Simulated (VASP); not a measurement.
Runs of VASP 6.6.1 on PbSe. The structure is that of space group Cmcm (No. 63), or close to it. The cells are those of the table. 

| cell | gap on the mesh (eV) | pressure (GPa) | largest force (eV/Å) |
| --- | --- | --- | --- |
| a = 6.306, b = 6.306, c = 4.584 Å, angles 90.0, 90.0, 141.3°, 4 atoms | 0.97 | 0.6 | 0.54 |
| a = 6.501, b = 6.501, c = 4.317 Å, angles 90.0, 90.0, 141.3°, 4 atoms | (b) | 0.6 | 0.16 |
| a = 6.306, b = 6.306, c = 4.450 Å, angles 90.0, 90.0, 141.3°, 4 atoms | 1.02 | 2.2 | 0.58 |
| a = 6.306, b = 6.306, c = 4.317 Å, angles 90.0, 90.0, 141.3°, 4 atoms | (a) | 4.2 | 0.64 |
| a = 6.696, b = 6.696, c = 4.584 Å, angles 90.0, 90.0, 141.3°, 4 atoms | 1.19 | (c) | 0.28 |

Alike in all rows: task single point; level PBE+D3(BJ); potentials or basis VASP PAW PBE potentials, release 64 (Pb_d, Se); no spin polarisation; k mesh 8 × 8 × 6; cutoff (eV) 520; smearing gaussian 0.05 eV.

Problem. Estimate the missing entries.

Solution. (a) 0.90; (b) 0.83; (c) -2.1.

Caveats: spin-orbit coupling is left out, which moves the levels of the heavy elements; the cell stands under pressure (at least some runs).

A k mesh can miss the band edges, and the runs leave out spin-orbit coupling on Pb, Se.
